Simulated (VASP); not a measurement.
# InSb in VASP: further runs

The runs below take InSb through single point, with PBEsol.

Program: VASP 6.6.1. These are calculated values, not measurements. Logs are shortened: lines on timing, memory, paths and dates and some standing lists are left out, and cuts for length are marked.

### Step 1. The cell of the first run

It takes space group I-4m2 (No. 119, tetragonal). The conventional cell has a = 4.610 Å, b = 4.610 Å, c = 6.781 Å, α = 90.00°, β = 90.00°, γ = 90.00°. Within 3.8 Å of In (site symmetry -4m2) lie 4 Sb at 2.86 Å. Sb (site symmetry -4m2) has 4 In at 2.86 Å within 3.8 Å.

### Step 2. Single point, PBEsol (strain +0.000 along x and y, +0.040 along z)

Contents of INCAR:

```
PREC = Accurate
ENCUT = 520
EDIFF = 1E-7
ISMEAR = 0
SIGMA = 0.15
LREAL = F
LASPH = T
NELM = 100
ALGO = Normal
ISIF = 2
LWAVE = F
LCHARG = T
GGA = PS
LELF = T
LVHAR = T
NBANDS = 16
```

Contents of KPOINTS:

```
regular mesh
0
Gamma
  16 16 16
```

Contents of POSCAR:

```
InSb
1.0
    0.0000000000      3.2599290600      3.3903262224
    3.2599290600      0.0000000000      3.3903262224
    3.2599290600      3.2599290600      0.0000000000
In Sb
1 1
Direct
    0.0000000000      0.0000000000      0.0000000000
    0.7500000000      0.7500000000      0.7500000000
```

Potentials or basis: VASP PAW PBE potentials, release 64 (In_d, Sb).

Command:

```console
$ cat potpaw_PBE.64/In_d/POTCAR potpaw_PBE.64/Sb/POTCAR > POTCAR
$ mpirun -np 1 vasp_std > vasp.out
```

OUTCAR:

```text
PREC = Accurate
   ENCUT = 520
   EDIFF = 1E-7
   ISMEAR = 0
   LREAL = F
   LASPH = T
   NELM = 100
   ISIF = 2
   GGA = PS

 ion  position               nearest neighbor table
   1  0.000  0.000  0.000-   2 2.86   2 2.86   2 2.86   2 2.86
   2  0.750  0.750  0.750-   1 2.86   1 2.86   1 2.86   1 2.86

  LATTYP: Found a body centered tetragonal cell.
 ALAT       =     4.6102358890
 C/A-ratio  =     1.4707821049

  Lattice vectors:

 A1 = (  -3.2599290600,   0.0000000000,   3.3903262224)
 A2 = (   3.2599290600,   0.0000000000,   3.3903262224)
 A3 = (   0.0000000000,   3.2599290600,  -3.3903262224)

Analysis of symmetry for initial positions (statically):
=====================================================================
 Subroutine PRICEL returns:
 Original cell was already a primitive cell.

 Routine SETGRP: Setting up the symmetry group for a
 body centered tetragonal supercell.

 Subroutine GETGRP returns: Found  8 space group operations
 (whereof  8 operations were pure point group operations)
 out of a pool of 16 trial point group operations.

The static configuration has the point symmetry D_2d.

Analysis of symmetry for dynamics (positions and initial velocities):
=====================================================================
 Subroutine PRICEL returns:
 Original cell was already a primitive cell.

 Routine SETGRP: Setting up the symmetry group for a
 body centered tetragonal supercell.

 Subroutine GETGRP returns: Found  8 space group operations
 (whereof  8 operations were pure point group operations)
 out of a pool of 16 trial point group operations.

The dynamic configuration has the point symmetry D_2d.

 Subroutine INISYM returns: Found  8 space group operations
 (whereof  8 operations are pure point group operations),
 and found     1 'primitive' translations

----------------------------------------------------------------------------------------

                                     Primitive cell

  volume of cell :      72.0589

  direct lattice vectors                    reciprocal lattice vectors
     0.000000000  3.259929060  3.390326222    -0.153377571  0.153377571  0.147478433
     3.259929060  0.000000000  3.390326222     0.153377571 -0.153377571  0.147478433
     3.259929060  3.259929060  0.000000000     0.153377571  0.153377571 -0.147478433

  length of vectors
     4.703344488  4.703344488  4.610235889     0.262296105  0.262296105  0.262296105

  position of ions in fractional coordinates (direct lattice)
     0.000000000  0.000000000  0.000000000
     0.750000000  0.750000000  0.750000000

  ion indices of the primitive-cell ions
   primitive index   ion index
                 1           1
                 2           2

----------------------------------------------------------------------------------------

 KPOINTS: regular mesh

Automatic generation of k-mesh.
 Grid dimensions read from file:
 generate k-points for:   16   16   16

 Generating k-lattice:

  Cartesian coordinates                     Fractional coordinates (reciprocal lattice)
    -0.009586098  0.009586098  0.009217402     0.062500000 -0.000000000  0.000000000
     0.009586098 -0.009586098  0.009217402    -0.000000000  0.062500000  0.000000000
     0.009586098  0.009586098 -0.009217402     0.000000000  0.000000000  0.062500000

  Length of vectors
     0.016393507  0.016393507  0.016393507

  Shift w.r.t. Gamma in fractional coordinates (k-lattice)
     0.000000000  0.000000000  0.000000000

 Subroutine IBZKPT returns following result:
 ===========================================

 Found    349 irreducible k-points:

 Following reciprocal coordinates:
            Coordinates               Weight
  0.000000  0.000000  0.000000      1.000000
  0.062500  0.000000  0.000000      8.000000
  0.125000  0.000000  0.000000      8.000000
  0.187500  0.000000  0.000000      8.000000
  0.250000  0.000000  0.000000      8.000000
  0.312500  0.000000  0.000000      8.000000
[... 16 lines left out ...]
 -0.125000  0.062500  0.000000      8.000000
 -0.062500  0.062500  0.000000      4.000000
 [... further k-points ...]
   k-points           NKPTS =    349   k-points in BZ     NKDIM =    349   number of bands    NBANDS=     16
   number of dos      NEDOS =    301   number of ions     NIONS =      2
   total plane-waves  NPLWV =  46656
   dimension x,y,z NGX =    36 NGY =   36 NGZ =   36
   dimension x,y,z NGXF=    72 NGYF=   72 NGZF=   72
   ions per type =               1   1
   NGX,Y,Z   is equivalent  to a cutoff of  12.72, 12.72, 12.98 a.u.
   NGXF,Y,Z  is equivalent  to a cutoff of  25.45, 25.45, 25.96 a.u.
 SYSTEM =  unknown system
   PREC   = accura    normal or accurate (medium, high low for compatibility)
   ISTART =      0    job   : 0-new  1-cont  2-samecut
   ICHARG =      2    charge: 1-file 2-atom 10-const
   ISPIN  =      1    spin polarized calculation?
   LNONCOLLINEAR =      F non collinear calculations
   LSORBIT =      F    spin-orbit coupling
   LASPH  =      T    aspherical Exc in radial PAW
   ENCUT  =  520.0 eV  38.22 Ry    6.18 a.u.   8.75  8.75  8.57*2*pi/ulx,y,z
   NELM   =    100;   NELMIN=  2; NELMDL= -5     # of ELM steps
   EDIFF  = 0.1E-06   stopping-criterion for ELM
   LREAL  =      F    real-space projection
   EDIFFG = 0.1E-05   stopping-criterion for IOM
   NSW    =      0    number of steps for IOM
   IBRION =     -1    ionic relax: 0-MD 1-quasi-New 2-CG
   NFREE  =      0    steps in history (QN), initial steepest desc. (CG)
   ISIF   =      2    stress and relaxation
   ISYM   =      2    0-nonsym 1-usesym 2-fastsym
   POTIM  = 0.5000    time-step for ionic-motion
   TEBEG  =    0.0;   TEEND  =   0.0 temperature during run
   PSTRESS=    0.0 pullay stress
   NELECT =      18.0000    total number of electrons
   NUPDOWN=      -1.0000    fix difference up-down
   EMIN   =  10.00;   EMAX   =-10.00  energy-range for DOS
   EFERMI =   0.00;   METHOD = LEGACY
   ISMEAR =     0;   SIGMA  =   0.15  broadening in eV -4-tet -1-fermi 0-gaus
   EFERMI_NEDOS =   21; number of points for ismear=-14 and -15
   IALGO  =     38    algorithm
   IMIX   =      4    mixing-type and parameters
     AMIX     =   0.40;   BMIX     =  1.00
     AMIX_MAG =   1.60;   BMIX_MAG =  1.00
  volume/ion in A,a.u.               =      36.03       243.14
  Fermi-wavevector in a.u.,A,eV,Ry     =   1.031026  1.948357 14.463200  1.063015
  Thomas-Fermi vector in A             =   2.165154
   LORBIT       =      0    0 simple, 1 ext, 2 COOP (PROOUT), +10 PAW based schemes
   GGA     = PS    functional components
   LHFCALC =     F    Hartree Fock is set to
   AEXX    =    0.0000 exact exchange contribution
   IVDW    =     0    specifies the selected vdW correction
   LEPSILON=     F    determine dielectric tensor
   LRPA    =     F    only Hartree local field effects (RPA)
 non-spin polarized calculation
 Gauss-broadening in eV      SIGMA  =   0.15
  energy-cutoff  :      520.00
  volume of cell :       72.06
 maximum number of plane-waves:      1964
   NGX = 17   NGY = 17   NGZ = 17

 number of electron      18.0000003 magnetization

 Free energy of the ion-electron system (eV)
  ---------------------------------------------------
  ext. energy  EPLUGINS =         0.00000000
  ---------------------------------------------------
  free energy    TOTEN  =        -7.68122192 eV

  energy without entropy =       -7.68101287  energy(sigma->0) =       -7.68111739

 E-fermi :   4.5379     XC(G=0):  -8.6253

 val. band max:        4.4330166034   @ k =   0.0000   0.0000   0.0000
 cond. band min:       4.7285754554   @ k =   0.5000   0.0000   0.0000
 fundamental gap:      0.2955588520
 Fermi energy:         4.5379134926

 k-point     1 :       0.0000    0.0000    0.0000
  band No.  band energies     occupation
      1     -10.0617      2.00000
      2     -10.0537      2.00000
      3     -10.0537      2.00000
      4      -9.9883      2.00000
      5      -9.9826      2.00000
      6      -6.0228      2.00000
[... 8 lines left out ...]
     15      12.2141      0.00000
     16      12.6525      0.00000

 k-point     2 :       0.0625    0.0000    0.0000
  band No.  band energies     occupation
      1     -10.0618      2.00000
      2     -10.0544      2.00000
      3     -10.0530      2.00000
      4      -9.9884      2.00000
      5      -9.9826      2.00000
      6      -5.9899      2.00000
[... 8 lines left out ...]
     15      11.8885      0.00000
     16      12.4118      0.00000

 k-point     3 :       0.1250    0.0000    0.0000
  band No.  band energies     occupation
      1     -10.0636      2.00000
      2     -10.0548      2.00000
      3     -10.0511      2.00000
      4      -9.9886      2.00000
      5      -9.9826      2.00000
      6      -5.8926      2.00000
[... 8 lines left out ...]
     15      11.5557      0.00000
     16      11.9709      0.00000

 k-point     4 :       0.1875    0.0000    0.0000
  band No.  band energies     occupation
      1     -10.0689      2.00000
      2     -10.0530      2.00000
      3     -10.0484      2.00000
      4      -9.9889      2.00000
      5      -9.9824      2.00000
      6      -5.7358      2.00000
[... 8 lines left out ...]
     15      11.4620      0.00000
     16      11.6983      0.00000
[... 324 lines left out ...]
 k-point    22 :      -0.1875    0.0625    0.0000
  band No.  band energies     occupation
      1     -10.0714      2.00000
      2     -10.0518      2.00000
      3     -10.0476      2.00000
      4      -9.9899      2.00000
      5      -9.9815      2.00000
      6      -5.6395      2.00000
[... 8 lines left out ...]
     15      11.3080      0.00000
     16      11.8724      0.00000

 k-point    23 :      -0.1250    0.0625    0.0000
  band No.  band energies     occupation
      1     -10.0642      2.00000
      2     -10.0554      2.00000
      3     -10.0503      2.00000
      4      -9.9895      2.00000
      5      -9.9820      2.00000
      6      -5.8148      2.00000
[... 8 lines left out ...]
     15      11.5096      0.00000
     16      11.8351      0.00000

 k-point    24 :      -0.0625    0.0625    0.0000
  band No.  band energies     occupation
      1     -10.0590      2.00000
      2     -10.0582      2.00000
      3     -10.0523      2.00000
      4      -9.9889      2.00000
      5      -9.9823      2.00000
      6      -5.9337      2.00000
[... 8 lines left out ...]
     15      11.8940      0.00000
     16      12.0307      0.00000

 [... further k-points ...]

------------------------ aborting loop because EDIFF is reached ----------------------------------------

  FORCE on cell =-STRESS in cart. coord.  units (eV):
  Direction    XX          YY          ZZ          XY          YZ          ZX
  --------------------------------------------------------------------------------------
  -------------------------------------------------------------------------------------
  Total       -0.5179914     -0.5179914     -1.0456155      0.0000000     -0.0000000      0.0000000
  in kB      -11.5171597    -11.5171597    -23.2484939      0.0000000     -0.0000000      0.0000000
  external PRESSURE =     -15.4276044 kB  Pullay stress =       0.0000000 kB

 VOLUME and BASIS-vectors are now :
 -----------------------------------------------------------------------------
  energy-cutoff  :      520.00
  volume of cell :       72.06
      direct lattice vectors                 reciprocal lattice vectors
     0.000000000  3.259929060  3.390326222    -0.153377571  0.153377571  0.147478433
     3.259929060  0.000000000  3.390326222     0.153377571 -0.153377571  0.147478433
     3.259929060  3.259929060  0.000000000     0.153377571  0.153377571 -0.147478433

 POSITION                                       TOTAL-FORCE (eV/Angst)
 -----------------------------------------------------------------------------------
      0.00000      0.00000      0.00000         0.000000      0.000000      0.000000
      4.88989      4.88989      5.08549         0.000000      0.000000      0.000000
 -----------------------------------------------------------------------------------
    total drift:                                0.000000      0.000000     -0.000000

  FREE ENERGIE OF THE ION-ELECTRON SYSTEM (eV)
  ---------------------------------------------------
  free  energy   TOTEN  =        -7.6812219173 eV

  energy  without entropy=       -7.6810128670  energy(sigma->0) =       -7.68111739
```

Wall time 5.9 min (1 thread of Intel Xeon Platinum 8488C (Sapphire Rapids), shared host); peak memory 0.53 GiB.

What came out:

```
Free energy            : -7.6812 eV
Pressure               : -1.5 GPa
Band gap on the k mesh : zero (filled and empty bands touch)
```

Stress tensor (GPa, compression positive):
```
-1.15  0.00  0.00
 0.00 -1.15  0.00
 0.00  0.00 -2.32
```

Caveat: the cell differs from its parent crystal (strain +0.000 along x and y, +0.040 along z); the PAW data sets were made with another functional, which shifts forces and pressure a little; spin-orbit coupling is left out, which moves the levels of the heavy elements.

### Step 3. Single point, PBEsol (strain -0.080 along x and y, -0.080 along z)

Contents of INCAR:

```
ALGO     = Normal         # electronic algorithm
EDIFF    = 1E-7           # SCF threshold, eV
ENCUT    = 520            # plane-wave cutoff, eV
GGA      = PS             # functional
ISIF     = 2              # what is computed and relaxed
ISMEAR   = 0              # smearing method
LASPH    = True           # aspherical terms in the spheres
LCHARG   = False          # write CHGCAR
LREAL    = False          # projectors in reciprocal space
LWAVE    = False          # write WAVECAR
NBANDS   = 16             # bands
NELM     = 80             # most SCF steps
PREC     = Accurate       # precision mode
SIGMA    = 0.15           # smearing width, eV
```

Contents of KPOINTS:

```
k-points
0
Gamma
  16 16 16
```

Contents of POSCAR:

```
InSb
1.0
    0.0000000000      2.9991347352      2.9991347352
    2.9991347352      0.0000000000      2.9991347352
    2.9991347352      2.9991347352      0.0000000000
In Sb
1 1
Direct
    0.0000000000      0.0000000000      0.0000000000
    0.7500000000      0.7500000000      0.7500000000
```

Potentials or basis: VASP PAW PBE potentials, release 64 (In_d, Sb).

Command:

```console
$ cat potpaw_PBE.64/In_d/POTCAR potpaw_PBE.64/Sb/POTCAR > POTCAR
$ mpirun -np 1 vasp_std > vasp.out
```

It took 3.5 min on 1 thread of AMD EPYC 7R13, shared host; peak memory 0.24 GiB.

It converged, with:

```yaml
Free_energy: -6.9643 eV
Pressure: 19.5 GPa
Band_gap_on_the_k_mesh: 0.71 eV, indirect (least direct gap 1.12 eV)
```

Levels at points of the mesh, in eV from the valence-band top:
```tsv
k point	band 6	band 7	band 8	band 9	band 10	band 11	band 12	band 13
(0.00, 0.00, 0.00)	-12.51	0.00	0.00	0.00	1.12	2.82	2.82	2.82
(0.50, 0.00, 0.00)	-10.44	-7.00	-1.44	-1.44	0.91	3.72	3.72	5.62
(0.50, 0.50, 0.00)	-9.51	-7.14	-3.20	-3.20	0.75	0.98	9.51	9.51
```

Caveat: the cell differs from its parent crystal (strain -0.080 along x and y, -0.080 along z); the PAW data sets were made with another functional, which shifts forces and pressure a little; spin-orbit coupling is left out, which moves the levels of the heavy elements. A k mesh can miss the band edges.

[end of part 1 of 2]
